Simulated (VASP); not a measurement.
# Cu (I4/mmm) in VASP: further runs

Aim: see how the results for Cu move with the level of theory and the settings. Levels: PBE, PBE0. Tasks: single point.

Program: VASP 6.6.1. These are calculated values, not measurements. Logs are shortened: lines on timing, memory, paths and dates and some standing lists are left out, and cuts for length are marked.

## (1) The cell of the first run

It takes space group I4/mmm (No. 139, tetragonal). Conventional cell: a = 2.886 Å, b = 2.886 Å, c = 2.752 Å, α = 90.00°, β = 90.00°, γ = 90.00°. Cu (site symmetry 4/mmm) has 14 Cu at 2.46 to 2.89 Å within 3.2 Å.

## (2) Single point, PBE

Input file INCAR:

```
SYSTEM = Cu
PREC = Accurate ; ENCUT = 600
EDIFF = 1E-6 ; ISMEAR = -1
SIGMA = 0.04 ; LREAL = .False.
LASPH = .True. ; NELM = 120
ALGO = Normal ; ISIF = 2
LWAVE = .False. ; LCHARG = .False.
GGA = PE ; NBANDS = 18
GGA_COMPAT = .False.
```

Input file KPOINTS:

```
regular mesh
0
Gamma
  8 8 8
  0 0 0
```

Input file POSCAR:

```
Cu
1.0
    2.8855866400      0.0000000000      0.0000000000
    0.0000000000      2.8855866400      0.0000000000
    0.0000000000      0.0000000000      2.7521629000
Cu
2
Direct
    0.0000000000      0.0000000000      0.0000000000
    0.5000000000      0.5000000000      0.5000000000
```

Potentials or basis: VASP PAW PBE potentials, release 64 (Cu).

The run is started by

```bash
> cat potpaw_PBE.64/Cu/POTCAR > POTCAR
> mpirun -np 1 vasp_std > vasp.out
```

OUTCAR:

```text
SYSTEM = Cu
   PREC = Accurate
   ENCUT = 600
   EDIFF = 1E-6
   ISMEAR = -1
   LREAL = .False.
   LASPH = .True.
   NELM = 120
   ISIF = 2
   GGA = PE

 ion  position               nearest neighbor table
   1  0.000  0.000  0.000-   2 2.46   2 2.46   2 2.46   2 2.46   2 2.46   2 2.46   2 2.46   2 2.46

   2  0.500  0.500  0.500-   1 2.46   1 2.46   1 2.46   1 2.46   1 2.46   1 2.46   1 2.46   1 2.46

  LATTYP: Found a simple tetragonal cell.
 ALAT       =     2.8855866400
 C/A-ratio  =     0.9537620052

  Lattice vectors:

 A1 = (   2.8855866400,   0.0000000000,   0.0000000000)
 A2 = (   0.0000000000,   2.8855866400,   0.0000000000)
 A3 = (   0.0000000000,   0.0000000000,   2.7521629000)

Analysis of symmetry for initial positions (statically):
=====================================================================
 Subroutine PRICEL returns following result:

  LATTYP: Found a body centered tetragonal cell.
 ALAT       =     2.8855866400
 C/A-ratio  =     0.9537620052

  Lattice vectors:

 A1 = (  -1.4427933200,  -1.4427933200,  -1.3760814500)
 A2 = (   1.4427933200,   1.4427933200,  -1.3760814500)
 A3 = (   1.4427933200,  -1.4427933200,   1.3760814500)

   2 primitive cells build up your supercell.

 Routine SETGRP: Setting up the symmetry group for a
 simple tetragonal supercell.

 Subroutine GETGRP returns: Found 16 space group operations
 (whereof 16 operations were pure point group operations)
 out of a pool of 16 trial point group operations.

The static configuration has the point symmetry D_4h.

Analysis of symmetry for dynamics (positions and initial velocities):
=====================================================================
 Subroutine PRICEL returns following result:

  LATTYP: Found a body centered tetragonal cell.
 ALAT       =     2.8855866400
 C/A-ratio  =     0.9537620052

  Lattice vectors:

 A1 = (  -1.4427933200,  -1.4427933200,  -1.3760814500)
 A2 = (   1.4427933200,   1.4427933200,  -1.3760814500)
 A3 = (   1.4427933200,  -1.4427933200,   1.3760814500)

   2 primitive cells build up your supercell.

 Routine SETGRP: Setting up the symmetry group for a
 simple tetragonal supercell.

 Subroutine GETGRP returns: Found 16 space group operations
[... 88 lines left out ...]
   ions per type =               2
   NGX,Y,Z   is equivalent  to a cutoff of  13.83, 13.83, 14.50 a.u.
   NGXF,Y,Z  is equivalent  to a cutoff of  27.65, 27.65, 28.99 a.u.
 SYSTEM =  Cu
   PREC   = accura    normal or accurate (medium, high low for compatibility)
   ISTART =      0    job   : 0-new  1-cont  2-samecut
   ICHARG =      2    charge: 1-file 2-atom 10-const
   ISPIN  =      1    spin polarized calculation?
   LNONCOLLINEAR =      F non collinear calculations
   LSORBIT =      F    spin-orbit coupling
   LASPH  =      T    aspherical Exc in radial PAW
   ENCUT  =  600.0 eV  44.10 Ry    6.64 a.u.   5.76  5.76  5.50*2*pi/ulx,y,z
   NELM   =    120;   NELMIN=  2; NELMDL= -5     # of ELM steps
   EDIFF  = 0.1E-05   stopping-criterion for ELM
   LREAL  =      F    real-space projection
   EDIFFG = 0.1E-04   stopping-criterion for IOM
   NSW    =      0    number of steps for IOM
   IBRION =     -1    ionic relax: 0-MD 1-quasi-New 2-CG
   NFREE  =      0    steps in history (QN), initial steepest desc. (CG)
   ISIF   =      2    stress and relaxation
   ISYM   =      2    0-nonsym 1-usesym 2-fastsym
   POTIM  = 0.5000    time-step for ionic-motion
   TEBEG  =    0.0;   TEEND  =   0.0 temperature during run
   PSTRESS=    0.0 pullay stress
   NELECT =      22.0000    total number of electrons
   NUPDOWN=      -1.0000    fix difference up-down
   EMIN   =  10.00;   EMAX   =-10.00  energy-range for DOS
   EFERMI =   0.00;   METHOD = LEGACY
   ISMEAR =    -1;   SIGMA  =   0.04  broadening in eV -4-tet -1-fermi 0-gaus
   EFERMI_NEDOS =   21; number of points for ismear=-14 and -15
   IALGO  =     38    algorithm
   IMIX   =      4    mixing-type and parameters
     AMIX     =   0.40;   BMIX     =  1.00
     AMIX_MAG =   1.60;   BMIX_MAG =  1.00
  volume/ion in A,a.u.               =      11.46        77.32
  Fermi-wavevector in a.u.,A,eV,Ry     =   1.614984  3.051878 35.486359  2.608174
  Thomas-Fermi vector in A             =   2.709805
   LORBIT       =      0    0 simple, 1 ext, 2 COOP (PROOUT), +10 PAW based schemes
   GGA     = PE    functional components
   LHFCALC =     F    Hartree Fock is set to
   AEXX    =    0.0000 exact exchange contribution
   IVDW    =     0    specifies the selected vdW correction
   LEPSILON=     F    determine dielectric tensor
   LRPA    =     F    only Hartree local field effects (RPA)
 non-spin polarized calculation
  energy-cutoff  :      600.00
  volume of cell :       22.92
 maximum number of plane-waves:       782
 NGX is ok and might be reduce to    24

 number of electron      21.9999977 magnetization

 Free energy of the ion-electron system (eV)
  ---------------------------------------------------
  ext. energy  EPLUGINS =         0.00000000
  ---------------------------------------------------
  free energy    TOTEN  =        -7.35880503 eV

  energy without entropy =       -7.35344173  energy(sigma->0) =       -7.35612338

 E-fermi :   8.0313     XC(G=0): -12.9037

 val. band max:        7.9951732071   @ k =   0.3750   0.2500   0.3750
 cond. band min:       8.0451933198   @ k =   0.5000   0.1250   0.3750
 fundamental gap:      0.0500201127
 Fermi energy:         8.0312677825

 k-point     1 :       0.0000    0.0000    0.0000
  band No.  band energies     occupation
      1      -1.6116      2.00000
      2       3.1372      2.00000
      3       3.1927      2.00000
      4       4.6432      2.00000
      5       4.8435      2.00000
      6       4.8435      2.00000
[... 481 lines left out ...]
      5       4.7439      2.00000
      6       4.7439      2.00000
[... 10 lines left out ...]
     17      27.8399      0.00000
     18      27.8399      0.00000

 [... further k-points ...]
[... 5 lines left out ...]
  --------------------------------------------------------------------------------------
  -------------------------------------------------------------------------------------
  Total        1.1129301      1.1129301      1.2531670      0.0000000      0.0000000      0.0000000
  in kB       77.8101215     77.8101215     87.6147342      0.0000000      0.0000000      0.0000000
  external PRESSURE =      81.0783257 kB  Pullay stress =       0.0000000 kB

 VOLUME and BASIS-vectors are now :
 -----------------------------------------------------------------------------
  energy-cutoff  :      600.00
  volume of cell :       22.92
      direct lattice vectors                 reciprocal lattice vectors
     2.885586640  0.000000000  0.000000000     0.346549983  0.000000000  0.000000000
     0.000000000  2.885586640  0.000000000     0.000000000  0.346549983  0.000000000
     0.000000000  0.000000000  2.752162900     0.000000000  0.000000000  0.363350585

 POSITION                                       TOTAL-FORCE (eV/Angst)
 -----------------------------------------------------------------------------------
      0.00000      0.00000      0.00000        -0.000000     -0.000000      0.000000
      1.44279      1.44279      1.37608         0.000000      0.000000     -0.000000
 -----------------------------------------------------------------------------------
    total drift:                                0.000000      0.000000     -0.000000

  FREE ENERGIE OF THE ION-ELECTRON SYSTEM (eV)
  ---------------------------------------------------
  free  energy   TOTEN  =        -7.3588050301 eV

  energy  without entropy=       -7.3534417336  energy(sigma->0) =       -7.35612338
```

OSZICAR:

```text
N       E                     dE             d eps       ncg     rms          rms(c)
DAV:   1     0.128457269104E+03    0.12846E+03   -0.11673E+04  2980   0.248E+03
DAV:   2    -0.211045816889E+01   -0.13057E+03   -0.12382E+03  2704   0.305E+02
DAV:   3    -0.909032342359E+01   -0.69799E+01   -0.67083E+01  2942   0.933E+01
DAV:   4    -0.917151246974E+01   -0.81189E-01   -0.81126E-01  3134   0.110E+01
DAV:   5    -0.917261057578E+01   -0.10981E-02   -0.10981E-02  3224   0.109E+00    0.108E+01
DAV:   6    -0.802038146619E+01    0.11522E+01   -0.11275E+01  2884   0.952E+01    0.515E+00
DAV:   7    -0.738540521220E+01    0.63498E+00   -0.21872E+00  2904   0.387E+01    0.841E-01
DAV:   8    -0.736201349945E+01    0.23392E-01   -0.12971E-02  3008   0.132E+00    0.421E-01
DAV:   9    -0.735878281580E+01    0.32307E-02   -0.54257E-03  3078   0.207E+00    0.403E-02
DAV:  10    -0.735880408506E+01   -0.21269E-04   -0.22846E-04  3956   0.230E-01    0.641E-03
DAV:  11    -0.735880503013E+01   -0.94507E-06   -0.25902E-06  2282   0.191E-02
   1 F= -.73588050E+01 E0= -.73561234E+01  d E =-.536330E-02
```

It took 11 s on 1 thread of AMD EPYC 9R45 (Zen 5), shared host; peak memory 0.13 GiB.

What came out:

* Free energy: -7.3588 eV
* Pressure: 8.1 GPa
* Band gap on the k mesh: zero (bands 11 and 12 overlap by 7.85 eV)

Stress tensor (GPa, compression positive):
```
7.78 0.00 0.00
0.00 7.78 0.00
0.00 0.00 8.76
```

Caveat: the cell stands under pressure.

## (3) Single point, PBE0

This run uses another cell than the first one: it holds 1 atom, not 2.

Input file POSCAR:

```
Cu
1.0
   -1.4617796199      1.4617796199      1.3941898615
    1.4617796199     -1.4617796199      1.3941898615
    1.4617796199      1.4617796199     -1.3941898615
Cu
1
Direct
    0.0000000000      0.0000000000      0.0000000000
```

Input file INCAR.step1:

```
PREC = Accurate
ENCUT = 520
EDIFF = 1E-5
ISMEAR = -1
SIGMA = 0.05
LREAL = False
LASPH = True
NELM = 100
ALGO = Normal
ISIF = 2
LWAVE = True
NBANDS = 12
GGA = PE
```

Input file INCAR.step2:

```
PREC = Accurate
ENCUT = 520
EDIFF = 1E-7
ISMEAR = -1
SIGMA = 0.05
LREAL = False
LASPH = True
NELM = 100
ALGO = Normal
ISIF = 2
LWAVE = False
LCHARG = True
GGA = PE
LHFCALC = True
AEXX = 0.25
PRECFOCK = Normal
LELF = True
LVHAR = True
NBANDS = 12
ISTART = 1
```

Input file KPOINTS:

```
Automatic mesh
0
Gamma
  8 8 8
```

Potentials or basis: VASP PAW PBE potentials, release 64 (Cu).

The run is started by

```bash
> cat potpaw_PBE.64/Cu/POTCAR > POTCAR
> cp INCAR.step1 INCAR
> mpirun -np 1 vasp_std > vasp.out
> cp INCAR.step2 INCAR
> mpirun -np 1 vasp_std > vasp.out
```

Run time: 21 min. Hardware: 1 thread of Intel Xeon 6975P-C (Granite Rapids), shared host; peak memory 0.14 GiB.

Results (log left out):

```
Free energy            : -3.7830 eV
Pressure               : 1.4 GPa
Band gap on the k mesh : zero (an odd number of electrons rules out a gap without spin polarisation)
```

Stress tensor (GPa, compression positive):
```
1.57 0.00 0.00
0.00 1.57 0.00
0.00 0.00 1.15
```

Levels at points of the mesh, in eV from the Fermi level:
```
           k point  band 3  band 4  band 5  band 6  band 7  band 8  band 9  band 10
(0.00, 0.00, 0.00)   -4.81   -4.81   -3.96   -3.76   26.18   26.18   27.40    30.26
(0.50, 0.00, 0.00)   -3.84   -3.56   -2.87   -0.52    5.70   18.69   18.98    22.85
(0.50, 0.50, 0.00)   -3.99   -3.73   -2.95   -1.08    5.11   19.93   20.42    24.00
(0.50, 0.50, 0.50)   -3.14   -3.14   -3.06    9.05    9.05   10.94   14.63    15.35
```

Caveat: the k points lie up to 0.39 Å⁻¹ apart, too coarse for converged energies and pressures of a metal; the PAW data sets were made with another functional, which shifts forces and pressure a little.

The gap in the log of VASP goes by the Fermi energy; the results here count the filled bands.